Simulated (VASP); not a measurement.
# Mg15HO16 (a cell with a defect) in VASP: single point with PBE

Aim: the single point of Mg15HO16 (a cell with a defect) with PBE.

Everything below comes from runs of VASP 6.6.1. Logs are shortened: lines on timing, memory, paths and dates and some standing lists are left out, and cuts for length are marked.

## Step 1: The cell of the first run

The cell holds a defect, 32 atoms: a = 7.369 Å, b = 7.369 Å, c = 7.369 Å, α = 109.47°, β = 109.47°, γ = 109.47°.

## Step 2: Single point, PBE, collinear spin

INCAR

```
SYSTEM = Mg15HO16
PREC = Accurate
ENCUT = 520
EDIFF = 1E-6
ISMEAR = 0
SIGMA = 0.01
LREAL = Auto
LASPH = .TRUE.
NELM = 200
ALGO = Normal
ISIF = 2
LWAVE = .FALSE.
LCHARG = .FALSE.
ISPIN = 2
MAGMOM = 0.031 0.031 0.031 0.031 0.031 0.031 0.031 0.031 0.031 0.031 0.031 0.031 0.031 0.031 0.031 0.031 0.031 0.031 0.031 0.031 0.031 0.031 0.031 0.031 0.031 0.031 0.031 0.031 0.031 0.031 0.031 0.031
LORBIT = 11
NUPDOWN = 1.0
GGA = PE
NBANDS = 90
GGA_COMPAT = .FALSE.
```

KPOINTS

```
Automatic mesh
0
Gamma
  1 1 1
  0.25 0.25 0.25
```

POSCAR

```
Mg15HO16
1.0
   -4.2543812300      4.2543812300      4.2543812300
    4.2543812300     -4.2543812300      4.2543812300
    4.2543812300      4.2543812300     -4.2543812300
Mg O H
15 16 1
Direct
    0.0000000000      0.0000000000      0.0000000000
    0.0000000000      0.2500000000      0.7500000000
    0.0000000000      0.5000000000      0.5000000000
    0.0000000000      0.7500000000      0.2500000000
    0.2500000000      0.0000000000      0.7500000000
    0.2500000000      0.2500000000      0.5000000000
    0.2500000000      0.7500000000      0.0000000000
    0.5000000000      0.0000000000      0.5000000000
    0.5000000000      0.2500000000      0.2500000000
    0.5000000000      0.5000000000      0.0000000000
    0.5000000000      0.7500000000      0.7500000000
    0.7500000000      0.0000000000      0.2500000000
    0.7500000000      0.2500000000      0.0000000000
    0.7500000000      0.5000000000      0.7500000000
    0.7500000000      0.7500000000      0.5000000000
    0.0000000000      0.0000000000      0.5000000000
    0.0000000000      0.2500000000      0.2500000000
    0.0000000000      0.5000000000      0.0000000000
    0.0000000000      0.7500000000      0.7500000000
    0.2500000000      0.0000000000      0.2500000000
    0.2500000000      0.2500000000      0.0000000000
    0.2500000000      0.5000000000      0.7500000000
    0.2500000000      0.7500000000      0.5000000000
    0.5000000000      0.0000000000      0.0000000000
    0.5000000000      0.2500000000      0.7500000000
    0.5000000000      0.5000000000      0.5000000000
    0.5000000000      0.7500000000      0.2500000000
    0.7500000000      0.0000000000      0.7500000000
    0.7500000000      0.2500000000      0.5000000000
    0.7500000000      0.5000000000      0.2500000000
    0.7500000000      0.7500000000      0.0000000000
    0.1180260000      0.3680260000      0.2500000000
```

Potentials or basis: VASP PAW PBE potentials, release 64 (Mg, O, H).

Launch:

```
$ cat potpaw_PBE.64/Mg/POTCAR potpaw_PBE.64/O/POTCAR potpaw_PBE.64/H/POTCAR > POTCAR
$ mpirun -np 1 vasp_std > vasp.out
```

OUTCAR:

```text
SYSTEM = Mg15HO16
   PREC = Accurate
   ENCUT = 520
   EDIFF = 1E-6
   ISMEAR = 0
   LREAL = Auto
   LASPH = .TRUE.
   NELM = 200
   ISIF = 2
   ISPIN = 2
   LORBIT = 11
   NUPDOWN = 1.0
   GGA = PE

 ion  position               nearest neighbor table
   1  0.000  0.000  0.000-  17 2.13  19 2.13  20 2.13  21 2.13  28 2.13  31 2.13  12 3.01  13 3.01
                             2 3.01   4 3.01   5 3.01   6 3.01   7 3.01   9 3.01  15 3.01  14 3.01
   2  0.000  0.250  0.750-  16 2.13  18 2.13  21 2.13  22 2.13  28 2.13  29 2.13  13 3.01  14 3.01
                             1 3.01   3 3.01   5 3.01   6 3.01   7 3.01  10 3.01  12 3.01  15 3.01
   3  0.000  0.500  0.500-  17 2.13  19 2.13  22 2.13  23 2.13  29 2.13  30 2.13  14 3.01  15 3.01
                             2 3.01   4 3.01   5 3.01   6 3.01   7 3.01  11 3.01  13 3.01  12 3.01
   4  0.000  0.750  0.250-  16 2.13  18 2.13  20 2.13  23 2.13  30 2.13  31 2.13  12 3.01  15 3.01
                             1 3.01   3 3.01   5 3.01   6 3.01   7 3.01   8 3.01  14 3.01  13 3.01
   5  0.250  0.000  0.750-  16 2.13  19 2.13  21 2.13  23 2.13  24 2.13  25 2.13  10 3.01  11 3.01
                            13 3.01   1 3.01   2 3.01   6 3.01   7 3.01   8 3.01   9 3.01   4 3.01
   6  0.250  0.250  0.500-  16 2.13  17 2.13  20 2.13  22 2.13  25 2.13  26 2.13  11 3.01  14 3.01
                             2 3.01   3 3.01   5 3.01   8 3.01   9 3.01  10 3.01   1 3.01   4 3.01
   7  0.250  0.750  0.000-  18 2.13  19 2.13  20 2.13  22 2.13  24 2.13  27 2.13  11 3.01  12 3.01
                             1 3.01   4 3.01   5 3.01   8 3.01   9 3.01  10 3.01   3 3.01   2 3.01
   8  0.500  0.000  0.500-  20 2.13  23 2.13  25 2.13  27 2.13  28 2.13  29 2.13  13 3.01  14 3.01
                            15 3.01   2 3.01   5 3.01   6 3.01   9 3.01  11 3.01  12 3.01   7 3.01
   9  0.500  0.250  0.250-  20 2.13  21 2.13  24 2.13  26 2.13  29 2.13  30 2.13  14 3.01  15 3.01
[... 14 lines left out ...]
  17  0.000  0.250  0.250-  32 1.00   3 2.13   6 2.13  12 2.13  13 2.13   1 2.13
  18  0.000  0.500  0.000-   2 2.13   4 2.13   7 2.13  13 2.13  14 2.13
  19  0.000  0.750  0.750-   1 2.13   3 2.13   5 2.13   7 2.13  14 2.13  15 2.13
  20  0.250  0.000  0.250-   1 2.13   4 2.13   6 2.13   7 2.13   8 2.13   9 2.13
  21  0.250  0.250  0.000-   1 2.13   2 2.13   5 2.13   9 2.13  10 2.13
  22  0.250  0.500  0.750-   2 2.13   3 2.13   6 2.13   7 2.13  10 2.13  11 2.13
  23  0.250  0.750  0.500-   3 2.13   4 2.13   5 2.13   8 2.13  11 2.13
  24  0.500  0.000  0.000-   5 2.13   7 2.13   9 2.13  11 2.13  12 2.13  13 2.13
  25  0.500  0.250  0.750-   5 2.13   6 2.13   8 2.13  10 2.13  13 2.13  14 2.13
  26  0.500  0.500  0.500-   6 2.13   9 2.13  11 2.13  14 2.13  15 2.13
  27  0.500  0.750  0.250-   7 2.13   8 2.13  10 2.13  12 2.13  15 2.13
  28  0.750  0.000  0.750-   1 2.13   2 2.13   8 2.13  11 2.13  13 2.13  15 2.13
  29  0.750  0.250  0.500-   2 2.13   3 2.13   8 2.13   9 2.13  12 2.13  14 2.13
  30  0.750  0.500  0.250-   3 2.13   4 2.13   9 2.13  10 2.13  13 2.13  15 2.13
  31  0.750  0.750  0.000-   1 2.13   4 2.13  10 2.13  11 2.13  12 2.13  14 2.13
  32  0.118  0.368  0.250-  17 1.00

  LATTYP: Found a body centered cubic cell.
 ALAT       =     8.5087624600

  Lattice vectors:

 A1 = (  -4.2543812300,   4.2543812300,   4.2543812300)
 A2 = (   4.2543812300,  -4.2543812300,   4.2543812300)
 A3 = (   4.2543812300,   4.2543812300,  -4.2543812300)

Analysis of symmetry for initial positions (statically):
=====================================================================
 Subroutine PRICEL returns:
 Original cell was already a primitive cell.

 Routine SETGRP: Setting up the symmetry group for a
 body centered cubic supercell.

 Subroutine GETGRP returns: Found  8 space group operations
 (whereof  2 operations were pure point group operations)
 out of a pool of 48 trial point group operations.

The static configuration has the point symmetry C_1h.
 The point group associated with its full space group is C_4v.

Analysis of symmetry for dynamics (positions and initial velocities):
=====================================================================
 Subroutine PRICEL returns:
 Original cell was already a primitive cell.

 Routine SETGRP: Setting up the symmetry group for a
 body centered cubic supercell.

 Subroutine GETGRP returns: Found  8 space group operations
 (whereof  2 operations were pure point group operations)
 out of a pool of 48 trial point group operations.

The dynamic configuration has the point symmetry C_1h.
 The point group associated with its full space group is C_4v.

Analysis of structural, dynamic, and magnetic symmetry:
=====================================================================
 Subroutine PRICEL returns:
 Original cell was already a primitive cell.

 Routine SETGRP: Setting up the symmetry group for a
 body centered cubic supercell.

 Subroutine GETGRP returns: Found  8 space group operations
[... 138 lines left out ...]
   ENCUT  =  520.0 eV  38.22 Ry    6.18 a.u.  13.70 13.70 13.70*2*pi/ulx,y,z
   NELM   =    200;   NELMIN=  2; NELMDL= -5     # of ELM steps
   EDIFF  = 0.1E-05   stopping-criterion for ELM
   LREAL  =      T    real-space projection
   EDIFFG = 0.1E-04   stopping-criterion for IOM
   NSW    =      0    number of steps for IOM
   IBRION =     -1    ionic relax: 0-MD 1-quasi-New 2-CG
   NFREE  =      0    steps in history (QN), initial steepest desc. (CG)
   ISIF   =      2    stress and relaxation
   ISYM   =      2    0-nonsym 1-usesym 2-fastsym
   POTIM  = 0.5000    time-step for ionic-motion
   TEBEG  =    0.0;   TEEND  =   0.0 temperature during run
   PSTRESS=    0.0 pullay stress
   NELECT =     127.0000    total number of electrons
   NUPDOWN=       1.0000    fix difference up-down
   EMIN   =  10.00;   EMAX   =-10.00  energy-range for DOS
   EFERMI =   0.00;   METHOD = LEGACY
   ISMEAR =     0;   SIGMA  =   0.01  broadening in eV -4-tet -1-fermi 0-gaus
   EFERMI_NEDOS =   21; number of points for ismear=-14 and -15
   IALGO  =     38    algorithm
   IMIX   =      4    mixing-type and parameters
     AMIX     =   0.40;   BMIX     =  1.00
     AMIX_MAG =   1.60;   BMIX_MAG =  1.00
  volume/ion in A,a.u.               =       9.63        64.96
  Fermi-wavevector in a.u.,A,eV,Ry     =   1.218484  2.302600 20.200599  1.484702
  Thomas-Fermi vector in A             =   2.353768
   LORBIT       =     11    0 simple, 1 ext, 2 COOP (PROOUT), +10 PAW based schemes
   GGA     = PE    functional components
   LHFCALC =     F    Hartree Fock is set to
   AEXX    =    0.0000 exact exchange contribution
   IVDW    =     0    specifies the selected vdW correction
   LEPSILON=     F    determine dielectric tensor
   LRPA    =     F    only Hartree local field effects (RPA)
 spin polarized calculation
 Gauss-broadening in eV      SIGMA  =   0.01
  energy-cutoff  :      520.00
  volume of cell :      308.01
 maximum number of plane-waves:      8280
 NGX is ok and might be reduce to    54
   NGX = 27   NGY = 27   NGZ = 27

 number of electron     127.0000060 magnetization       1.0000001

 Free energy of the ion-electron system (eV)
  ---------------------------------------------------
  ext. energy  EPLUGINS =         0.00000000
  ---------------------------------------------------
  free energy    TOTEN  =      -185.85098566 eV

  energy without entropy =     -185.84543384  energy(sigma->0) =     -185.84820975

 E-fermi :   2.9481     XC(G=0): -10.7860

 val. band max:        2.9468031433   @ k =   0.2500   0.2500   0.2500
 cond. band min:       2.9493403547   @ k =   0.2500   0.2500   0.2500
 fundamental gap:      0.0025372114
 Fermi energy:         2.6828057007

 spin component 1

 k-point     1 :       0.2500    0.2500    0.2500
  band No.  band energies     occupation
      1     -16.8935      1.00000
      2     -13.9856      1.00000
      3     -13.9748      1.00000
      4     -13.9748      1.00000
      5     -13.5186      1.00000
      6     -13.4218      1.00000
[... 67 lines left out ...]
     74      12.1310      0.00000
     75      12.2207      0.00000
 Fermi energy:         2.9480717490

 spin component 2

 k-point     1 :       0.2500    0.2500    0.2500
  band No.  band energies     occupation
      1     -16.8956      1.00000
      2     -13.9405      1.00000
      3     -13.9296      1.00000
      4     -13.9296      1.00000
      5     -13.4708      1.00000
      6     -13.3791      1.00000
[... 67 lines left out ...]
     74      12.1621      0.00000
     75      12.2354      0.00000
 [bands above 75 left out]

------------------------ aborting loop because EDIFF is reached ----------------------------------------

  FORCE on cell =-STRESS in cart. coord.  units (eV):
  Direction    XX          YY          ZZ          XY          YZ          ZX
  --------------------------------------------------------------------------------------
  -------------------------------------------------------------------------------------
  Total       -0.8199158     -0.8199158     -4.7711174      0.0000000      0.0000000      0.0000000
  in kB       -4.2649174     -4.2649174    -24.8176971      0.0000000      0.0000000      0.0000000
  external PRESSURE =     -11.1158440 kB  Pullay stress =       0.0000000 kB

 VOLUME and BASIS-vectors are now :
 -----------------------------------------------------------------------------
  energy-cutoff  :      520.00
  volume of cell :      308.01
      direct lattice vectors                 reciprocal lattice vectors
    -4.254381230  4.254381230  4.254381230     0.000000000  0.117525904  0.117525904
     4.254381230 -4.254381230  4.254381230     0.117525904  0.000000000  0.117525904
     4.254381230  4.254381230 -4.254381230     0.117525904  0.117525904  0.000000000

 POSITION                                       TOTAL-FORCE (eV/Angst)
 -----------------------------------------------------------------------------------
      0.00000      0.00000      0.00000        -0.791657     -0.000000      0.456361
      4.25438      2.12719     -2.12719         0.677849      0.677849      0.022505
      4.25438      0.00000      0.00000         0.791657      0.000000      0.456361
      4.25438     -2.12719      2.12719        -0.677849      0.677849      0.022505
      2.12719      4.25438     -2.12719         0.000000      0.000000      0.004740
      2.12719      2.12719      0.00000         0.000000      0.791657      0.456361
[... 24 lines left out ...]
      0.00000      0.00000      6.38157         0.376023     -0.000000      0.284546
      2.12719      0.00000      1.00426         0.000000     -0.000000     -0.025776
 -----------------------------------------------------------------------------------
    total drift:                               -0.000002     -0.000002      0.000579

  FREE ENERGIE OF THE ION-ELECTRON SYSTEM (eV)
  ---------------------------------------------------
  free  energy   TOTEN  =      -185.8509856628 eV

  energy  without entropy=     -185.8454338386  energy(sigma->0) =     -185.84820975

 total charge

# of ion       s       p       d       tot
------------------------------------------
    1        0.145   0.168   0.073   0.386
    2        0.144   0.167   0.073   0.384
    3        0.145   0.168   0.073   0.386
    4        0.144   0.167   0.073   0.384
    5        0.149   0.168   0.076   0.393
    6        0.145   0.168   0.073   0.386
[... 24 lines left out ...]
   31        1.543   3.538   0.000   5.082
   32        0.555   0.114   0.000   0.668
--------------------------------------------------
tot         27.448  59.053   1.100  87.602

 magnetization (x)

# of ion       s       p       d       tot
------------------------------------------
    1       -0.000  -0.000   0.000  -0.000
    2       -0.001  -0.001  -0.000  -0.001
    3       -0.000  -0.000   0.000  -0.000
    4       -0.001  -0.001  -0.000  -0.001
    5       -0.001   0.005  -0.000   0.003
    6       -0.000  -0.000   0.000  -0.000
[... 24 lines left out ...]
   31        0.000   0.024   0.000   0.025
   32       -0.000  -0.000   0.000  -0.000
--------------------------------------------------
tot          0.004   0.817   0.002   0.823
```

Wall time 11 min (1 thread of Intel Xeon 8259CL, shared host); peak memory 0.54 GiB.

Results:

```yaml
Free_energy: -185.8510 eV
Pressure: -1.1 GPa
Largest_force: 1.392 eV/Å
Net_moment: 1.00 μB per cell
Site_moments: Mg -0.00, +0.00 (each value once); O +0.03, -0.00, +0.12, +0.01, +0.18 (each value once); H -0.00 μB
Valence_electrons_inside_the_program's_atomic_spheres: Mg 0.39, 0.38 (each value once); O 5.08, 5.20, 5.03, 5.02 (each value once); H 0.67
```

Forces on the atoms (eV/Å):
```
Mg  -0.792  0.000  0.456
Mg   0.678  0.678  0.023
Mg   0.792  0.000  0.456
Mg  -0.678  0.678  0.023
Mg   0.000  0.000  0.005
Mg   0.000  0.792  0.456
Mg   0.000  0.601 -0.686
Mg  -0.601  0.000 -0.686
Mg   0.678 -0.678  0.023
Mg   0.601  0.000 -0.686
Mg  -0.678 -0.678  0.023
Mg   0.000  0.000 -0.970
Mg   0.000 -0.792  0.456
Mg   0.000  0.000  0.005
Mg   0.000 -0.601 -0.686
O    0.000 -0.376  0.285
O    0.000  0.000  0.527
O    0.000 -1.030 -0.325
O    0.000  0.000  0.024
O    0.276 -0.276  0.002
O   -1.030  0.000 -0.325
O   -0.276 -0.276  0.002
O    1.030  0.000 -0.325
O    0.000  0.376  0.285
O    0.000  0.000  0.024
O    0.000  1.030 -0.325
O    0.000  0.000  1.392
O    0.276  0.276  0.002
O   -0.376  0.000  0.285
O   -0.276  0.276  0.002
O    0.376  0.000  0.285
H    0.000  0.000 -0.026
```

Caveat: the k points lie up to 1.04 Å⁻¹ apart, too coarse for converged energies, forces and pressures; the total moment is fixed, so each spin has its own Fermi level and the state may be an excited one.
